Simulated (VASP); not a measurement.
# Ti3Al5 (P4/mmm) in VASP: notebook

Runs on Ti3Al5. Level: r2SCAN. Tasks: single point.

Program: VASP 6.6.1. These are calculated values, not measurements. Logs are shortened: lines on timing, memory, paths and dates and some standing lists are left out, and cuts for length are marked.

## (1) The cell of the first run

It takes space group P4/mmm (No. 123, tetragonal). Conventional cell: a = 3.703 Å, b = 3.703 Å, c = 8.741 Å, α = 90.00°, β = 90.00°, γ = 90.00°. Ti (site symmetry 4/mmm) has 4 Ti at 2.62 Å and 8 Al at 2.86 Å within 3.5 Å. Within 3.5 Å of Ti (site symmetry 4/mmm) lie 12 Al at 2.62 to 2.87 Å. Ti (site symmetry 4/mmm) has 4 Ti at 2.62 Å and 8 Al at 2.86 Å within 3.5 Å. Within 3.5 Å of Al (site symmetry 2mm) lie 6 Al at 2.62 to 2.87 Å and 6 Ti at 2.86 to 2.87 Å. Within 3.5 Å of Al (site symmetry 4/mmm) lie 4 Ti at 2.62 Å and 8 Al at 2.87 Å.

## (2) Single point, r2SCAN (strain -0.050 along x and y, +0.050 along z)

Contents of POSCAR:

```
Ti3Al5
1.0
    3.7033725143      0.0000000000      0.0000000000
    0.0000000000      3.7033725143      0.0000000000
    0.0000000000      0.0000000000      8.7411785407
Ti Al
3 5
Direct
    0.0000000000      0.0000000000      0.5000000000
    0.5000000000      0.5000000000      0.0000000000
    0.5000000000      0.5000000000      0.5000000000
    0.0000000000      0.5000000000      0.2513308222
    0.0000000000      0.5000000000      0.7486691778
    0.5000000000      0.0000000000      0.2513308222
    0.5000000000      0.0000000000      0.7486691778
    0.0000000000      0.0000000000      0.0000000000
```

Contents of INCAR.step1:

```
SYSTEM = Ti3Al5
  PREC = Accurate
  ENCUT = 520
  ISMEAR = 0
  SIGMA = 0.15
  LREAL = .FALSE.
  LASPH = .TRUE.
  NELM = 100
  NBANDS = 36
  GGA = PE
  ALGO = Normal
  EDIFF = 1E-4
  LWAVE = .TRUE.
  LCHARG = .FALSE.
```

Contents of INCAR.step2:

```
SYSTEM = Ti3Al5
  PREC = Accurate
  ENCUT = 520
  EDIFF = 1E-6
  ISMEAR = 0
  SIGMA = 0.15
  LREAL = .FALSE.
  LASPH = .TRUE.
  NELM = 100
  ALGO = Normal
  ISIF = 2
  LWAVE = .FALSE.
  LCHARG = .TRUE.
  METAGGA = R2SCAN
  LMIXTAU = .TRUE.
  LELF = .TRUE.
  LVHAR = .TRUE.
  NBANDS = 36
  ISTART = 1
```

Contents of KPOINTS:

```
Automatic mesh
0
G
  10 10 6
  0 0 0
```

Potentials or basis: VASP PAW PBE potentials, release 64 (Ti_sv, Al).

Started as:

```bash
> cat potpaw_PBE.64/Ti_sv/POTCAR potpaw_PBE.64/Al/POTCAR > POTCAR
> cp INCAR.step1 INCAR
> mpirun -np 1 vasp_std > vasp.out
> cp INCAR.step2 INCAR
> mpirun -np 1 vasp_std > vasp.out
```

OUTCAR:

```text
SYSTEM = Ti3Al5
   PREC = Accurate
   ENCUT = 520
   EDIFF = 1E-6
   ISMEAR = 0
   LREAL = .FALSE.
   LASPH = .TRUE.
   NELM = 100
   ISIF = 2
   METAGGA = R2SCAN
   ISTART = 1

 ion  position               nearest neighbor table
   1  0.000  0.000  0.500-   3 2.62   3 2.62   3 2.62   3 2.62   7 2.86   4 2.86   4 2.86   5 2.86
                             5 2.86   6 2.86   7 2.86   6 2.86
   2  0.500  0.500  0.000-   8 2.62   8 2.62   8 2.62   8 2.62   4 2.87   6 2.87   7 2.87   5 2.87
                             4 2.87   5 2.87   6 2.87   7 2.87
   3  0.500  0.500  0.500-   1 2.62   1 2.62   1 2.62   1 2.62   7 2.86   4 2.86   6 2.86   7 2.86
                             5 2.86   4 2.86   5 2.86   6 2.86
   4  0.000  0.500  0.251-   6 2.62   6 2.62   6 2.62   6 2.62   3 2.86   3 2.86   1 2.86   1 2.86
                             2 2.87   2 2.87   8 2.87   8 2.87
   5  0.000  0.500  0.749-   7 2.62   7 2.62   7 2.62   7 2.62   3 2.86   3 2.86   1 2.86   1 2.86
                             2 2.87   2 2.87   8 2.87   8 2.87
   6  0.500  0.000  0.251-   4 2.62   4 2.62   4 2.62   4 2.62   3 2.86   1 2.86   1 2.86   3 2.86
                             2 2.87   2 2.87   8 2.87   8 2.87
   7  0.500  0.000  0.749-   5 2.62   5 2.62   5 2.62   5 2.62   3 2.86   1 2.86   1 2.86   3 2.86
                             2 2.87   2 2.87   8 2.87   8 2.87
   8  0.000  0.000  0.000-   2 2.62   2 2.62   2 2.62   2 2.62   7 2.87   4 2.87   4 2.87   5 2.87
                             5 2.87   6 2.87   7 2.87   6 2.87

  LATTYP: Found a simple tetragonal cell.
 ALAT       =     3.7033725143
 C/A-ratio  =     2.3603292693

  Lattice vectors:

 A1 = (   3.7033725143,   0.0000000000,   0.0000000000)
 A2 = (   0.0000000000,   3.7033725143,   0.0000000000)
 A3 = (   0.0000000000,   0.0000000000,   8.7411785407)

Analysis of symmetry for initial positions (statically):
=====================================================================
 Subroutine PRICEL returns:
 Original cell was already a primitive cell.

 Routine SETGRP: Setting up the symmetry group for a
 simple tetragonal supercell.

 Subroutine GETGRP returns: Found 16 space group operations
 (whereof 16 operations were pure point group operations)
 out of a pool of 16 trial point group operations.

The static configuration has the point symmetry D_4h.

Analysis of symmetry for dynamics (positions and initial velocities):
=====================================================================
 Subroutine PRICEL returns:
 Original cell was already a primitive cell.

 Routine SETGRP: Setting up the symmetry group for a
 simple tetragonal supercell.

 Subroutine GETGRP returns: Found 16 space group operations
 (whereof 16 operations were pure point group operations)
 out of a pool of 16 trial point group operations.

The dynamic configuration has the point symmetry D_4h.

 Subroutine INISYM returns: Found 16 space group operations
 (whereof 16 operations are pure point group operations),
 and found     1 'primitive' translations

----------------------------------------------------------------------------------------

                                     Primitive cell

  volume of cell :     119.8850

  direct lattice vectors                    reciprocal lattice vectors
     3.703372514  0.000000000  0.000000000     0.270024146  0.000000000  0.000000000
     0.000000000  3.703372514  0.000000000     0.000000000  0.270024146  0.000000000
     0.000000000  0.000000000  8.741178541     0.000000000  0.000000000  0.114401050

  length of vectors
     3.703372514  3.703372514  8.741178541     0.270024146  0.270024146  0.114401050

  position of ions in fractional coordinates (direct lattice)
     0.000000000  0.000000000  0.500000000
     0.500000000  0.500000000  0.000000000
     0.500000000  0.500000000  0.500000000
     0.000000000  0.500000000  0.251330822
     0.000000000  0.500000000  0.748669178
     0.500000000  0.000000000  0.251330822
     0.500000000  0.000000000  0.748669178
     0.000000000  0.000000000  0.000000000

  ion indices of the primitive-cell ions
   primitive index   ion index
                 1           1
                 2           2
                 3           3
                 4           4
                 5           5
                 6           6
                 7           7
                 8           8

----------------------------------------------------------------------------------------

 KPOINTS: Automatic mesh

Automatic generation of k-mesh.
 Grid dimensions read from file:
 generate k-points for:   10   10    6

 Generating k-lattice:

  Cartesian coordinates                     Fractional coordinates (reciprocal lattice)
     0.027002415  0.000000000  0.000000000     0.100000000  0.000000000  0.000000000
     0.000000000  0.027002415  0.000000000     0.000000000  0.100000000  0.000000000
     0.000000000  0.000000000  0.019066842     0.000000000  0.000000000  0.166666667

[... 43 lines left out ...]
   EDIFFG = 0.1E-04   stopping-criterion for IOM
   NSW    =      0    number of steps for IOM
   IBRION =     -1    ionic relax: 0-MD 1-quasi-New 2-CG
   NFREE  =      0    steps in history (QN), initial steepest desc. (CG)
   ISIF   =      2    stress and relaxation
   ISYM   =      2    0-nonsym 1-usesym 2-fastsym
   POTIM  = 0.5000    time-step for ionic-motion
   TEBEG  =    0.0;   TEEND  =   0.0 temperature during run
   PSTRESS=    0.0 pullay stress
   NELECT =      51.0000    total number of electrons
   NUPDOWN=      -1.0000    fix difference up-down
   EMIN   =  10.00;   EMAX   =-10.00  energy-range for DOS
   EFERMI =   0.00;   METHOD = LEGACY
   ISMEAR =     0;   SIGMA  =   0.15  broadening in eV -4-tet -1-fermi 0-gaus
   EFERMI_NEDOS =   21; number of points for ismear=-14 and -15
   IALGO  =     38    algorithm
   IMIX   =      4    mixing-type and parameters
     AMIX     =   0.40;   BMIX     =  1.00
     AMIX_MAG =   1.60;   BMIX_MAG =  1.00
  volume/ion in A,a.u.               =      14.99       101.13
  Fermi-wavevector in a.u.,A,eV,Ry     =   1.231242  2.326709 20.625833  1.515956
  Thomas-Fermi vector in A             =   2.366059
   LORBIT       =      0    0 simple, 1 ext, 2 COOP (PROOUT), +10 PAW based schemes
   METAGGA = R2SCAN    functional components
   LHFCALC =     F    Hartree Fock is set to
   AEXX    =    0.0000 exact exchange contribution
   IVDW    =     0    specifies the selected vdW correction
   LEPSILON=     F    determine dielectric tensor
   LRPA    =     F    only Hartree local field effects (RPA)
 non-spin polarized calculation
 Gauss-broadening in eV      SIGMA  =   0.15
  energy-cutoff  :      520.00
  volume of cell :      119.88
 maximum number of plane-waves:      3252
 NGX is ok and might be reduce to    28
   NGX = 13   NGY = 13   NGZ = 33

 number of electron      50.9999978 magnetization

 Free energy of the ion-electron system (eV)
  ---------------------------------------------------
  ext. energy  EPLUGINS =         0.00000000
  ---------------------------------------------------
  free energy    TOTEN  =       -75.46242784 eV

  energy without entropy =      -75.42122567  energy(sigma->0) =      -75.44182676

 E-fermi :   9.0942     XC(G=0): -11.9712

 val. band max:        9.0847062083   @ k =   0.4000   0.1000   0.0000
 cond. band min:       9.0977010779   @ k =   0.4000   0.1000   0.5000
 fundamental gap:      0.0129948696
 Fermi energy:         9.0941566282

 k-point     1 :       0.0000    0.0000    0.0000
  band No.  band energies     occupation
      1     -49.7542      2.00000
      2     -49.7265      2.00000
      3     -49.2892      2.00000
      4     -25.1497      2.00000
      5     -25.1497      2.00000
      6     -25.1383      2.00000
[... 28 lines left out ...]
     35      12.3985      0.00000
     36      13.0228      0.00000

 k-point     2 :       0.1000    0.0000    0.0000
  band No.  band energies     occupation
      1     -49.7539      2.00000
      2     -49.7222      2.00000
      3     -49.2934      2.00000
      4     -25.1353      2.00000
      5     -25.1350      2.00000
      6     -25.1319      2.00000
[... 850 lines left out ...]
 k-point    24 :       0.2000    0.0000    0.1667
  band No.  band energies     occupation
      1     -49.7534      2.00000
      2     -49.7107      2.00000
      3     -49.3046      2.00000
      4     -25.1271      2.00000
      5     -25.0917      2.00000
      6     -25.0804      2.00000
[... 28 lines left out ...]
     35      13.0029      0.00000
     36      13.1933      0.00000

 [... further k-points ...]

------------------------ aborting loop because EDIFF is reached ----------------------------------------

  FORCE on cell =-STRESS in cart. coord.  units (eV):
  Direction    XX          YY          ZZ          XY          YZ          ZX
  --------------------------------------------------------------------------------------
  -------------------------------------------------------------------------------------
  Total       10.5555478     10.5555478     -3.6453064      0.0000000      0.0000000      0.0000000
  in kB      141.0673707    141.0673707    -48.7169215      0.0000000      0.0000000      0.0000000
  external PRESSURE =      77.8059400 kB  Pullay stress =       0.0000000 kB

 VOLUME and BASIS-vectors are now :
 -----------------------------------------------------------------------------
  energy-cutoff  :      520.00
  volume of cell :      119.88
      direct lattice vectors                 reciprocal lattice vectors
     3.703372514  0.000000000  0.000000000     0.270024146  0.000000000  0.000000000
     0.000000000  3.703372514  0.000000000     0.000000000  0.270024146  0.000000000
     0.000000000  0.000000000  8.741178541     0.000000000  0.000000000  0.114401050

 POSITION                                       TOTAL-FORCE (eV/Angst)
 -----------------------------------------------------------------------------------
      0.00000      0.00000      4.37059         0.000000      0.000000      0.000000
      1.85169      1.85169      0.00000         0.000000      0.000000      0.000000
      1.85169      1.85169      4.37059         0.000000      0.000000      0.000000
      0.00000      1.85169      2.19693        -0.000000     -0.000000     -0.092039
      0.00000      1.85169      6.54425         0.000000     -0.000000      0.092039
      1.85169      0.00000      2.19693         0.000000      0.000000     -0.092039
      1.85169      0.00000      6.54425         0.000000     -0.000000      0.092039
      0.00000      0.00000      0.00000         0.000000      0.000000      0.000000
 -----------------------------------------------------------------------------------
    total drift:                                0.000000      0.000000      0.000000

  FREE ENERGIE OF THE ION-ELECTRON SYSTEM (eV)
  ---------------------------------------------------
  free  energy   TOTEN  =       -75.4624278380 eV

  energy  without entropy=      -75.4212256723  energy(sigma->0) =      -75.44182676
```

Wall time 48 min (1 thread of AMD EPYC 7R13, shared host); peak memory 0.4 GiB.

Results:

| Quantity | Value |
| --- | --- |
| Free energy | -75.4624 eV |
| Pressure | 7.8 GPa |
| Largest force | 0.092 eV/Å |
| Band gap on the k mesh | zero (an odd number of electrons rules out a gap without spin polarisation) |

Forces in eV/Å, atoms in the order of the input:
```
Ti   0.000  0.000  0.000
Ti   0.000  0.000  0.000
Ti   0.000  0.000  0.000
Al   0.000  0.000 -0.092
Al   0.000  0.000  0.092
Al   0.000  0.000 -0.092
Al   0.000  0.000  0.092
Al   0.000  0.000  0.000
```

Levels at points of the mesh, in eV from the Fermi level:
```
           k point  band 21  band 22  band 23  band 24  band 25  band 26  band 27  band 28  band 29  band 30
(0.00, 0.00, 0.00)    -1.79    -1.10    -0.51    -0.51    -0.27     0.27     0.27     0.82     0.84     2.20
(0.50, 0.00, 0.00)    -1.16    -1.05    -0.59    -0.13     0.49     0.60     0.62     0.84     1.05     1.50
(0.50, 0.50, 0.00)    -2.89    -1.99    -1.99    -1.92    -1.92    -0.89    -0.36     0.75     2.01     2.37
(0.00, 0.00, 0.50)    -1.10    -1.06    -0.91    -0.91    -0.53     0.57     0.83     0.97     0.97     2.21
(0.50, 0.00, 0.50)    -1.18    -0.44    -0.13     0.12     0.25     0.41     0.49     0.72     1.03     1.23
(0.50, 0.50, 0.50)    -2.76    -2.76    -1.72    -1.20    -1.20    -0.91    -0.60     1.02     1.87     1.94
```

Caveat: the cell differs from its parent crystal (strain -0.050 along x and y, +0.050 along z); the stress differs along the axes, from -5 to 14 GPa; the PAW data sets were made with another functional, which shifts forces and pressure a little.

## (3) Single point, r2SCAN (strain +0.050 along x and y, +0.050 along z)

Edit POSCAR of step 2 so:

```diff
@@ -2,4 +2,4 @@
 1.0
-    3.7033725143      0.0000000000      0.0000000000
-    0.0000000000      3.7033725143      0.0000000000
+    4.0932012001      0.0000000000      0.0000000000
+    0.0000000000      4.0932012001      0.0000000000
     0.0000000000      0.0000000000      8.7411785407
```

Contents of INCAR.step1:

```
PREC = Accurate ; ENCUT = 520
ISMEAR = 0 ; SIGMA = 0.15
LREAL = False ; LASPH = True
NELM = 100 ; NBANDS = 36
GGA = PE ; ALGO = Normal
EDIFF = 1E-4 ; LWAVE = True
LCHARG = False
```

Contents of INCAR.step2:

```
PREC = Accurate ; ENCUT = 520
EDIFF = 1E-7 ; ISMEAR = 0
SIGMA = 0.15 ; LREAL = False
LASPH = True ; NELM = 100
ALGO = Normal ; ISIF = 2
LWAVE = False ; LCHARG = False
METAGGA = R2SCAN ; LMIXTAU = True
NBANDS = 36 ; ISTART = 1
```

Contents of KPOINTS:

```
regular mesh
0
Gamma
  10 10 6
```

Potentials or basis: VASP PAW PBE potentials, release 64 (Ti_sv, Al).

Started as:

```bash
> cat potpaw_PBE.64/Ti_sv/POTCAR potpaw_PBE.64/Al/POTCAR > POTCAR
> cp INCAR.step1 INCAR
> mpirun -np 1 vasp_std > vasp.out
> cp INCAR.step2 INCAR
> mpirun -np 1 vasp_std > vasp.out
```

It took 18 min on 1 thread of AMD EPYC 9R45 (Zen 5), shared host; peak memory 0.46 GiB.

It converged, with:

| Item | Value |
| --- | --- |
| Free energy | -75.1747 eV |
| Pressure | -12.9 GPa |
| Largest force | 0.138 eV/Å |
| Band gap on the k mesh | zero (an odd number of electrons rules out a gap without spin polarisation) |

Forces in eV/Å, atoms in the order of the input:
```
Ti   0.000  0.000  0.000
Ti   0.000  0.000  0.000
Ti   0.000  0.000  0.000
Al   0.000  0.000  0.138
Al   0.000  0.000 -0.138
Al   0.000  0.000  0.138
Al   0.000  0.000 -0.138
Al   0.000  0.000  0.000
```

Levels at points of the mesh, in eV from the Fermi level:
| k point | band 22 | band 23 | band 24 | band 25 | band 26 | band 27 | band 28 | band 29 |
| --- | --- | --- | --- | --- | --- | --- | --- | --- |
| (0.00, 0.00, 0.00) | -1.10 | -1.10 | -0.76 | -0.08 | 0.23 | 0.23 | 0.56 | 1.02 |
| (0.50, 0.00, 0.00) | -0.48 | -0.48 | -0.36 | 0.12 | 0.15 | 0.24 | 0.78 | 1.04 |
| (0.50, 0.50, 0.00) | -2.20 | -2.20 | -1.33 | -1.33 | -0.88 | -0.15 | 0.86 | 1.35 |
| (0.00, 0.00, 0.50) | -1.16 | -0.76 | -0.31 | -0.08 | 0.46 | 0.54 | 0.54 | 0.55 |
| (0.50, 0.00, 0.50) | -0.34 | -0.11 | -0.05 | 0.04 | 0.06 | 0.46 | 0.60 | 0.63 |
| (0.50, 0.50, 0.50) | -2.35 | -1.19 | -1.19 | -1.17 | -0.81 | -0.51 | 1.25 | 1.29 |

Caveat: the cell differs from its parent crystal (strain +0.050 along x and y, +0.050 along z); the cell stands under tension; the PAW data sets were made with another functional, which shifts forces and pressure a little.

## (4) Single point, r2SCAN (strain +0.000 along x and y, -0.050 along z)

Edit POSCAR of step 3 so:

```diff
@@ -2,5 +2,5 @@
 1.0
-    4.0932012001      0.0000000000      0.0000000000
-    0.0000000000      4.0932012001      0.0000000000
-    0.0000000000      0.0000000000      8.7411785407
+    3.8982868572      0.0000000000      0.0000000000
+    0.0000000000      3.8982868572      0.0000000000
+    0.0000000000      0.0000000000      7.9086853463
 Ti Al
```

Contents of INCAR.step1:

```
  PREC = Accurate
  ENCUT = 520
  ISMEAR = 0
  SIGMA = 0.15
  LREAL = False
  LASPH = True
  NELM = 60
  NBANDS = 36
  GGA = PE
  ALGO = Normal
  EDIFF = 1E-4
  LWAVE = True
  LCHARG = False
```

Contents of INCAR.step2:

```
  PREC = Accurate
  ENCUT = 520
  EDIFF = 1E-6
  ISMEAR = 0
  SIGMA = 0.15
  LREAL = False
  LASPH = True
  NELM = 60
  ALGO = Normal
  ISIF = 2
  LWAVE = False
  LCHARG = False
  METAGGA = R2SCAN
  LMIXTAU = True
  NBANDS = 36
  ISTART = 1
```

KPOINTS is that of step 3.

Started as:

```bash
> cat potpaw_PBE.64/Ti_sv/POTCAR potpaw_PBE.64/Al/POTCAR > POTCAR
> cp INCAR.step1 INCAR
> mpirun -np 1 vasp_std > vasp.out
> cp INCAR.step2 INCAR
> mpirun -np 1 vasp_std > vasp.out
```

It took 17 min on 1 thread of Intel Xeon Platinum 8488C (Sapphire Rapids), shared host; peak memory 0.43 GiB.

It converged, with:

```
Free energy            : -75.8569 eV
Pressure               : 6.9 GPa
Largest force          : 0.040 eV/Å
Band gap on the k mesh : zero (an odd number of electrons rules out a gap without spin polarisation)
```

Forces in eV/Å, atoms in the order of the input:
```
Ti   0.000  0.000  0.000
Ti   0.000  0.000  0.000
Ti   0.000  0.000  0.000
Al   0.000  0.000 -0.040
Al   0.000  0.000  0.040
Al   0.000  0.000 -0.040
Al   0.000  0.000  0.040
Al   0.000  0.000  0.000
```

Stress tensor (GPa, compression positive):
```
 4.61  0.00  0.00
 0.00  4.61  0.00
 0.00  0.00 11.35
```

Levels at points of the mesh, in eV from the Fermi level:
```csv
k point,band 24,band 25,band 26,band 27,band 28,band 29
"(0.00, 0.00, 0.00)",-0.95,-0.31,0.18,0.18,0.64,1.52
"(0.50, 0.00, 0.00)",-0.28,-0.16,0.04,0.30,0.87,1.34
"(0.50, 0.50, 0.00)",-1.48,-1.48,-0.90,-0.06,1.20,1.77
"(0.00, 0.00, 0.50)",-0.25,0.08,0.40,0.52,0.52,0.62
"(0.50, 0.00, 0.50)",-0.13,-0.05,-0.01,0.36,0.77,0.87
"(0.50, 0.50, 0.50)",-1.22,-0.92,-0.87,-0.50,1.53,1.70
```

Caveat: the cell differs from its parent crystal (strain +0.000 along x and y, -0.050 along z); the stress differs along the axes, from 5 to 11 GPa; the PAW data sets were made with another functional, which shifts forces and pressure a little.

## (5) The runs side by side

| cell | gap on the mesh (eV) | pressure (GPa) | largest force (eV/Å) |
| --- | --- | --- | --- |
| a = 3.703, b = 3.703, c = 8.741 Å, 8 atoms | none | 7.8 | 0.09 |
| a = 4.093, b = 4.093, c = 8.741 Å, 8 atoms | none | -12.9 | 0.14 |
| a = 3.898, b = 3.898, c = 7.909 Å, 8 atoms | none | 6.9 | 0.04 |

Alike in all rows: task single point; level r2SCAN; potentials or basis VASP PAW PBE potentials, release 64 (Ti_sv, Al); no spin polarisation; k mesh 10 × 10 × 6; cutoff (eV) 520; smearing gaussian 0.15 eV.

Caveats: the PAW data sets were made with another functional, which shifts forces and pressure a little; the stress differs along the axes, from -5 to 14 GPa (at least some runs); the cell stands under tension (at least some runs); the stress differs along the axes, from 5 to 11 GPa (at least some runs).

Total energies depend on the potentials used, so only differences within one code and one set of settings carry meaning.
